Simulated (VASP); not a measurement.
# Cr (Im-3m) in VASP: notebook

Cr is run at these levels: LDA; tasks: single point.

All numbers are computed with VASP 6.6.1; they aren't measurements. Logs are shortened: lines on timing, memory, paths and dates and some standing lists are left out, and cuts for length are marked.

**1. The cell of the first run**

It takes space group Im-3m (No. 229, cubic). Conventional cell: a = 2.788 Å, b = 2.788 Å, c = 2.788 Å, α = 90.00°, β = 90.00°, γ = 90.00°. Within 3.2 Å of Cr (site symmetry m-3m) lie 14 Cr at 2.41 to 2.79 Å.

**2. Single point, LDA**

Contents of INCAR:

```
PREC = Accurate ; ENCUT = 520
EDIFF = 1E-6 ; ISMEAR = 1
SIGMA = 0.6 ; LREAL = False
LASPH = True ; NELM = 100
ALGO = Normal ; ISIF = 2
LWAVE = False ; LCHARG = False
NBANDS = 12
```

Contents of KPOINTS:

```
Automatic mesh
0
Gamma
  16 16 16
```

Contents of POSCAR:

```
Cr
1.0
   -1.3942485114      1.3942485114      1.3942485114
    1.3942485114     -1.3942485114      1.3942485114
    1.3942485114      1.3942485114     -1.3942485114
Cr
1
Direct
    0.0000000000      0.0000000000      0.0000000000
```

Potentials or basis: VASP PAW LDA potentials, release 64 (Cr_pv).

Started as:

```bash
$ cat potpaw_LDA.64/Cr_pv/POTCAR > POTCAR
$ mpirun -np 1 vasp_std > vasp.out
```

OUTCAR:

```text
PREC = Accurate
   ENCUT = 520
   EDIFF = 1E-6
   ISMEAR = 1
   LREAL = False
   LASPH = True
   NELM = 100
   ISIF = 2

 ion  position               nearest neighbor table
   1  0.000  0.000  0.000-

  LATTYP: Found a body centered cubic cell.
 ALAT       =     2.7884970228

  Lattice vectors:

 A1 = (  -1.3942485114,   1.3942485114,   1.3942485114)
 A2 = (   1.3942485114,  -1.3942485114,   1.3942485114)
 A3 = (   1.3942485114,   1.3942485114,  -1.3942485114)

Analysis of symmetry for initial positions (statically):
=====================================================================
 Subroutine PRICEL returns:
 Original cell was already a primitive cell.

 Routine SETGRP: Setting up the symmetry group for a
 body centered cubic supercell.

 Subroutine GETGRP returns: Found 48 space group operations
 (whereof 48 operations were pure point group operations)
 out of a pool of 48 trial point group operations.

The static configuration has the point symmetry O_h .

Analysis of symmetry for dynamics (positions and initial velocities):
=====================================================================
 Subroutine PRICEL returns:
 Original cell was already a primitive cell.

 Routine SETGRP: Setting up the symmetry group for a
 body centered cubic supercell.

 Subroutine GETGRP returns: Found 48 space group operations
 (whereof 48 operations were pure point group operations)
 out of a pool of 48 trial point group operations.

The dynamic configuration has the point symmetry O_h .

 Subroutine INISYM returns: Found 48 space group operations
 (whereof 48 operations are pure point group operations),
 and found     1 'primitive' translations

----------------------------------------------------------------------------------------

                                     Primitive cell

  volume of cell :      10.8413

  direct lattice vectors                    reciprocal lattice vectors
    -1.394248511  1.394248511  1.394248511     0.000000000  0.358616126  0.358616126
     1.394248511 -1.394248511  1.394248511     0.358616126  0.000000000  0.358616126
     1.394248511  1.394248511 -1.394248511     0.358616126  0.358616126  0.000000000

  length of vectors
     2.414909260  2.414909260  2.414909260     0.507159789  0.507159789  0.507159789

  position of ions in fractional coordinates (direct lattice)
     0.000000000  0.000000000  0.000000000

  ion indices of the primitive-cell ions
   primitive index   ion index
                 1           1

----------------------------------------------------------------------------------------

 KPOINTS: Automatic mesh

Automatic generation of k-mesh.
 Grid dimensions read from file:
 generate k-points for:   16   16   16

 Generating k-lattice:

  Cartesian coordinates                     Fractional coordinates (reciprocal lattice)
     0.000000000  0.022413508  0.022413508     0.062500000  0.000000000  0.000000000
     0.022413508  0.000000000  0.022413508     0.000000000  0.062500000  0.000000000
     0.022413508  0.022413508  0.000000000     0.000000000  0.000000000  0.062500000

  Length of vectors
     0.031697487  0.031697487  0.031697487

  Shift w.r.t. Gamma in fractional coordinates (k-lattice)
     0.000000000  0.000000000  0.000000000

 Subroutine IBZKPT returns following result:
 ===========================================

 Found    145 irreducible k-points:

 Following reciprocal coordinates:
            Coordinates               Weight
  0.000000  0.000000  0.000000      1.000000
  0.062500  0.000000  0.000000     12.000000
  0.125000  0.000000  0.000000     12.000000
  0.187500  0.000000  0.000000     12.000000
  0.250000  0.000000  0.000000     12.000000
  0.312500  0.000000  0.000000     12.000000
[... 16 lines left out ...]
  0.187500  0.187500  0.000000     24.000000
  0.250000  0.187500  0.000000     48.000000
 [... further k-points ...]
   k-points           NKPTS =    145   k-points in BZ     NKDIM =    145   number of bands    NBANDS=     12
   number of dos      NEDOS =    301   number of ions     NIONS =      1
   total plane-waves  NPLWV =   5832
   dimension x,y,z NGX =    18 NGY =   18 NGZ =   18
   dimension x,y,z NGXF=    36 NGYF=   36 NGZF=   36
   ions per type =               1
   NGX,Y,Z   is equivalent  to a cutoff of  12.39, 12.39, 12.39 a.u.
   NGXF,Y,Z  is equivalent  to a cutoff of  24.78, 24.78, 24.78 a.u.
 SYSTEM =  unknown system
   PREC   = accura    normal or accurate (medium, high low for compatibility)
   ISTART =      0    job   : 0-new  1-cont  2-samecut
   ICHARG =      2    charge: 1-file 2-atom 10-const
   ISPIN  =      1    spin polarized calculation?
   LNONCOLLINEAR =      F non collinear calculations
   LSORBIT =      F    spin-orbit coupling
   LASPH  =      T    aspherical Exc in radial PAW
   ENCUT  =  520.0 eV  38.22 Ry    6.18 a.u.   4.49  4.49  4.49*2*pi/ulx,y,z
   NELM   =    100;   NELMIN=  2; NELMDL= -5     # of ELM steps
   EDIFF  = 0.1E-05   stopping-criterion for ELM
   LREAL  =      F    real-space projection
   EDIFFG = 0.1E-04   stopping-criterion for IOM
   NSW    =      0    number of steps for IOM
   IBRION =     -1    ionic relax: 0-MD 1-quasi-New 2-CG
   NFREE  =      0    steps in history (QN), initial steepest desc. (CG)
   ISIF   =      2    stress and relaxation
   ISYM   =      2    0-nonsym 1-usesym 2-fastsym
   POTIM  = 0.5000    time-step for ionic-motion
   TEBEG  =    0.0;   TEEND  =   0.0 temperature during run
   PSTRESS=    0.0 pullay stress
   NELECT =      12.0000    total number of electrons
   NUPDOWN=      -1.0000    fix difference up-down
   EMIN   =  10.00;   EMAX   =-10.00  energy-range for DOS
   EFERMI =   0.00;   METHOD = LEGACY
   ISMEAR =     1;   SIGMA  =   0.60  broadening in eV -4-tet -1-fermi 0-gaus
   EFERMI_NEDOS =   21; number of points for ismear=-14 and -15
   IALGO  =     38    algorithm
   IMIX   =      4    mixing-type and parameters
     AMIX     =   0.40;   BMIX     =  1.00
     AMIX_MAG =   1.60;   BMIX_MAG =  1.00
  volume/ion in A,a.u.               =      10.84        73.16
  Fermi-wavevector in a.u.,A,eV,Ry     =   1.693460  3.200176 39.018901  2.867808
  Thomas-Fermi vector in A             =   2.774862
   LORBIT       =      0    0 simple, 1 ext, 2 COOP (PROOUT), +10 PAW based schemes
   GGA     = CA    functional components
   LHFCALC =     F    Hartree Fock is set to
   AEXX    =    0.0000 exact exchange contribution
   IVDW    =     0    specifies the selected vdW correction
   LEPSILON=     F    determine dielectric tensor
   LRPA    =     F    only Hartree local field effects (RPA)
 non-spin polarized calculation
 Methfessel and Paxton  Order N= 1 SIGMA  =   0.60
  energy-cutoff  :      520.00
  volume of cell :       10.84
 maximum number of plane-waves:       321
 NGX is ok and might be reduce to    18
   NGX =  9   NGY =  9   NGZ =  9

 number of electron      12.0000011 magnetization

 Free energy of the ion-electron system (eV)
  ---------------------------------------------------
  ext. energy  EPLUGINS =         0.00000000
  ---------------------------------------------------
  free energy    TOTEN  =       -10.62132696 eV

  energy without entropy =      -10.65096309  energy(sigma->0) =      -10.63120567

 E-fermi :  11.7382     XC(G=0): -14.3779

 val. band max:       11.6895710461   @ k =  -0.2500   0.2500   0.1250
 cond. band min:      11.7446243754   @ k =   0.3750   0.0625   0.0625
 fundamental gap:      0.0550533293
 Fermi energy:        11.7382422906

 k-point     1 :       0.0000    0.0000    0.0000
  band No.  band energies     occupation
      1     -30.5207      2.00000
      2     -30.5207      2.00000
      3     -30.5207      2.00000
      4       3.7266      2.00000
      5      10.7195      2.03728
      6      10.7195      2.03728
      7      10.7195      2.03728
      8      12.8965     -0.01989
      9      12.8965     -0.01989
     10      17.1070     -0.00000
     11      34.5536      0.00000
     12      34.5536      0.00000

 k-point     2 :       0.0625    0.0000    0.0000
  band No.  band energies     occupation
      1     -30.5669      2.00000
      2     -30.5346      2.00000
      3     -30.5211      2.00000
      4       3.9088      2.00000
      5      10.6461      2.02733
      6      10.7075      2.03555
      7      10.8473      2.05664
      8      12.8137     -0.02945
      9      12.9015     -0.01939
     10      17.1069     -0.00000
     11      34.2095      0.00000
     12      34.5214      0.00000

 k-point     3 :       0.1250    0.0000    0.0000
  band No.  band energies     occupation
      1     -30.6974      2.00000
      2     -30.5740      2.00000
      3     -30.5221      2.00000
      4       4.4330      2.00000
      5      10.4418      2.00919
      6      10.6461      2.02733
      7      11.2203      2.00904
      8      12.6363     -0.05560
      9      12.9197     -0.01764
     10      17.1068     -0.00000
     11      33.1902      0.00000
     12      34.2620      0.00000

 k-point     4 :       0.1875    0.0000    0.0000
  band No.  band energies     occupation
      1     -30.8896      2.00000
      2     -30.6327      2.00000
      3     -30.5237      2.00000
      4       5.2219      2.00000
      5      10.1480      2.00115
      6      10.5056      2.01336
      7      11.8056      0.81120
      8      12.5211     -0.06915
      9      12.9576     -0.01439
     10      17.1068     -0.00000
     11      31.5412      0.00000
     12      33.5081      0.00000

 k-point     5 :       0.2500    0.0000    0.0000
  band No.  band energies     occupation
      1     -31.1118      2.00000
      2     -30.7013      2.00000
      3     -30.5255      2.00000
      4       6.1037      2.00000
      5       9.8179      2.00006
      6      10.4065      2.00739
      7      12.5459     -0.06709
      8      12.5553     -0.06615
      9      13.0192     -0.01009
     10      17.1068     -0.00000
     11      29.4238      0.00000
     12      32.3669      0.00000
[... 228 lines left out ...]
      1     -31.5806      2.00000
      2     -30.9183      2.00000
      3     -30.5884      2.00000
      4       7.4067      2.00000
      5       9.1484      2.00000
      6      11.2544      1.98337
      7      12.8341     -0.02687
      8      13.5937     -0.00011
      9      15.9533     -0.00000
     10      17.1058     -0.00000
     11      23.1920     -0.00000
     12      28.5617      0.00000

 k-point    22 :       0.4375    0.1250    0.0000
  band No.  band energies     occupation
      1     -31.6138      2.00000
      2     -30.9359      2.00000
      3     -30.5892      2.00000
      4       7.3717      2.00000
      5       9.1024      2.00000
      6      11.4968      1.62382
      7      12.8607     -0.02373
      8      13.7093     -0.00003
      9      16.3818     -0.00000
     10      17.1050     -0.00000
     11      22.4139     -0.00000
     12      28.3663      0.00000

 k-point    23 :       0.1875    0.1875    0.0000
  band No.  band energies     occupation
      1     -31.3044      2.00000
      2     -30.7896      2.00000
      3     -30.6027      2.00000
      4       7.3084      2.00000
      5       9.5305      2.00000
      6       9.8684      2.00010
      7      12.3990     -0.06539
      8      13.2968     -0.00148
      9      14.1297     -0.00000
     10      17.1066     -0.00000
     11      28.2816      0.00000
     12      29.1241      0.00000

 k-point    24 :       0.2500    0.1875    0.0000
  band No.  band energies     occupation
      1     -31.4198      2.00000
      2     -30.8841      2.00000
      3     -30.6176      2.00000
      4       7.8033      2.00000
      5       9.2945      2.00000
      6      10.0123      2.00037
      7      12.5486     -0.06682
      8      13.3994     -0.00064
      9      15.2707     -0.00000
     10      17.1066     -0.00000
     11      26.2869      0.00000
     12      27.9188      0.00000

 [... further k-points ...]

------------------------ aborting loop because EDIFF is reached ----------------------------------------

  FORCE on cell =-STRESS in cart. coord.  units (eV):
  Direction    XX          YY          ZZ          XY          YZ          ZX
  --------------------------------------------------------------------------------------
  -------------------------------------------------------------------------------------
  Total       -0.0296353     -0.0296353     -0.0296353     -0.0000000      0.0000000      0.0000000
  in kB       -4.3796439     -4.3796439     -4.3796439     -0.0000000      0.0000000      0.0000000
  external PRESSURE =      -4.3796439 kB  Pullay stress =       0.0000000 kB

 VOLUME and BASIS-vectors are now :
 -----------------------------------------------------------------------------
  energy-cutoff  :      520.00
  volume of cell :       10.84
      direct lattice vectors                 reciprocal lattice vectors
    -1.394248511  1.394248511  1.394248511     0.000000000  0.358616126  0.358616126
     1.394248511 -1.394248511  1.394248511     0.358616126  0.000000000  0.358616126
     1.394248511  1.394248511 -1.394248511     0.358616126  0.358616126  0.000000000

 POSITION                                       TOTAL-FORCE (eV/Angst)
 -----------------------------------------------------------------------------------
      0.00000      0.00000      0.00000        -0.000000     -0.000000      0.000000
 -----------------------------------------------------------------------------------
    total drift:                                0.000000      0.000000      0.000000

  FREE ENERGIE OF THE ION-ELECTRON SYSTEM (eV)
  ---------------------------------------------------
  free  energy   TOTEN  =       -10.6213269615 eV

  energy  without entropy=      -10.6509630876  energy(sigma->0) =      -10.63120567
```

It took 8.2 s on 1 thread of Intel Xeon Platinum 8488C (Sapphire Rapids), shared host; peak memory 0.13 GiB.

Results:

```yaml
Free_energy: -10.6213 eV
Pressure: -0.4 GPa
Band_gap_on_the_k_mesh: zero (band 6 reaches 14.42 eV, above the bottom of band 7 at 10.72 eV)
```

Levels at points of the mesh, in eV from the Fermi level:
| k point | band 4 | band 5 | band 6 | band 7 | band 8 | band 9 |
| --- | --- | --- | --- | --- | --- | --- |
| (0.00, 0.00, 0.00) | -8.01 | -1.02 | -1.02 | -1.02 | 1.16 | 1.16 |
| (0.50, 0.00, 0.00) | -4.78 | -2.71 | 1.19 | 1.38 | 1.54 | 3.12 |
| (0.50, 0.50, 0.50) | -4.77 | -4.77 | 2.68 | 2.68 | 2.68 | 5.37 |

Caveat: the run has no spin polarisation, though such a crystal can be magnetic.

**3. Single point, LDA**

Contents of INCAR:

```
PREC = Accurate
ENCUT = 520
EDIFF = 1E-7
ISMEAR = 1
SIGMA = 1.0
LREAL = False
LASPH = True
NELM = 60
ALGO = Normal
ISIF = 2
LWAVE = False
LCHARG = True
LELF = True
LVHAR = True
NBANDS = 12
```

KPOINTS is that of step 2.

POSCAR is that of step 2.

Potentials or basis: VASP PAW LDA potentials, release 64 (Cr_pv).

Started as:

```bash
$ cat potpaw_LDA.64/Cr_pv/POTCAR > POTCAR
$ mpirun -np 1 vasp_std > vasp.out
```

It took 18 s on 1 thread of AMD EPYC 7R43 (Zen 3), shared host; peak memory 0.09 GiB.

It converged, with:

```yaml
Free_energy: -10.5829 eV
Pressure: -2.2 GPa
Band_gap_on_the_k_mesh: zero (band 6 reaches 14.41 eV, above the bottom of band 7 at 10.71 eV)
```

Levels at points of the mesh, in eV from the Fermi level:
```
           k point  band 3  band 4  band 5  band 6  band 7  band 8  band 9  band 10
(0.00, 0.00, 0.00)  -42.21   -7.95   -0.96   -0.96   -0.96    1.21    1.21     5.42
(0.50, 0.00, 0.00)  -42.22   -4.72   -2.66    1.25    1.44    1.59    3.17     5.42
(0.50, 0.50, 0.50)  -42.99   -4.72   -4.72    2.74    2.74    2.74    5.42    11.26
```

Caveat: the run has no spin polarisation, though such a crystal can be magnetic. Spin polarisation is off, so any magnetic state and its effect on volume and gap are missing.

**4. Single point, LDA**

Contents of INCAR:

```
  PREC = Accurate
  ENCUT = 520
  EDIFF = 1E-6
  ISMEAR = -1
  SIGMA = 0.1
  LREAL = F
  LASPH = T
  NELM = 80
  ALGO = Normal
  ISIF = 2
  LWAVE = F
  LCHARG = T
  GGA = CA
  LELF = T
  LVHAR = T
  NBANDS = 12
```

Contents of KPOINTS:

```
regular mesh
0
Gamma
  26 26 26
```

POSCAR is that of step 3.

Started as:

```bash
$ cat potpaw_LDA.64/Cr_pv/POTCAR > POTCAR
$ mpirun -np 1 vasp_std > vasp.out
```

It took 48 s on 1 thread of AMD EPYC 7R43 (Zen 3), shared host; peak memory 0.13 GiB.

Results (log left out):

* Free energy: -10.6402 eV
* Pressure: 0.2 GPa
* Band gap on the k mesh: zero (band 6 reaches 14.43 eV, above the bottom of band 7 at 10.73 eV)

Levels at points of the mesh, in eV from the Fermi level:
```csv
k point,band 3,band 4,band 5,band 6,band 7,band 8,band 9,band 10
"(0.00, 0.00, 0.00)",-42.24,-8.01,-1.01,-1.01,-1.01,1.17,1.17,5.39
"(0.50, 0.00, 0.00)",-42.25,-4.77,-2.70,1.21,1.38,1.56,3.13,5.39
"(0.50, 0.50, 0.50)",-43.02,-4.76,-4.76,2.70,2.70,2.70,5.39,11.21
```

Caveat: the run has no spin polarisation, though such a crystal can be magnetic. Spin polarisation is off, so any magnetic state and its effect on volume and gap are missing.

**5. Overview**

```csv
k mesh,smearing,gap on the mesh (eV),pressure (GPa)
16 × 16 × 16,methfessel-paxton 0.6 eV,none,-0.4
16 × 16 × 16,methfessel-paxton 1 eV,none,-2.2
26 × 26 × 26,fermi-dirac 0.1 eV,none,0.2
```

Alike in all rows: task single point; level LDA; potentials or basis VASP PAW LDA potentials, release 64 (Cr_pv); no spin polarisation; cell as given; cutoff (eV) 520.

Every run on the cell as given and a fine mesh finds a metal.

Caveats: the run has no spin polarisation, though such a crystal can be magnetic.

Total energies depend on the potentials used, so only differences within one code and one set of settings carry meaning.
